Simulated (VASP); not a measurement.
Wanted: the native input for a VASP 6.6.1 run.

```yaml
Task: single point
Functional: PBE
Potentials_or_basis: VASP PAW PBE potentials, release 64 (Cu, O)
Cutoff: 520 eV
k_mesh: 10 × 10 × 5
Occupations: fermi-dirac, width 0.05 eV
Spin: no spin polarisation
Dipole_correction: no
Further_INCAR_settings: ALGO = Normal; EDIFF = 1e-06; NBANDS = 25
```

The structure of CuO lies in POSCAR:

```
CuO
1.0
    2.0701567339     -2.0677380953      0.1633040060
    2.0701567339      2.0677380953      0.1633040060
   -0.4074195135      0.0000000000      5.1272017451
Cu O
2 2
Direct
    0.4942495219     -0.0057509384      0.5018498129
   -0.0057509384      0.4942495219      0.0018498129
    0.4941501645      0.4943512520      0.7518501871
    0.4943512520      0.4941501645      0.2518501871
```

These files were run (other wordings do the same):

INCAR

```
PREC = Accurate
ENCUT = 520
EDIFF = 1E-6
ISMEAR = -1
SIGMA = 0.05
LREAL = F
LASPH = T
NELM = 60
ALGO = Normal
ISIF = 2
LWAVE = F
LCHARG = T
GGA = PE
LELF = T
LVHAR = T
NBANDS = 25
```

KPOINTS

```
Automatic mesh
0
Gamma
  10 10 5
```

Potentials or basis: VASP PAW PBE potentials, release 64 (Cu, O).

Run with:

```bash
$ cat potpaw_PBE.64/Cu/POTCAR potpaw_PBE.64/O/POTCAR > POTCAR
$ mpirun -np 1 vasp_std > vasp.out
```

It gave:

```
Pressure               : 2.7 GPa
Band gap on the k mesh : zero (bands 17 and 18 overlap by 0.93 eV)
```

Caveat: semilocal functionals often make such compounds metallic where correlation or magnetic order opens a gap, which also shifts bond lengths.

Run time: 2 min on 1 thread of Intel(R) Xeon(R) Platinum 8488C (Sapphire Rapids), with other jobs on the host, peak memory 0.25 GiB.
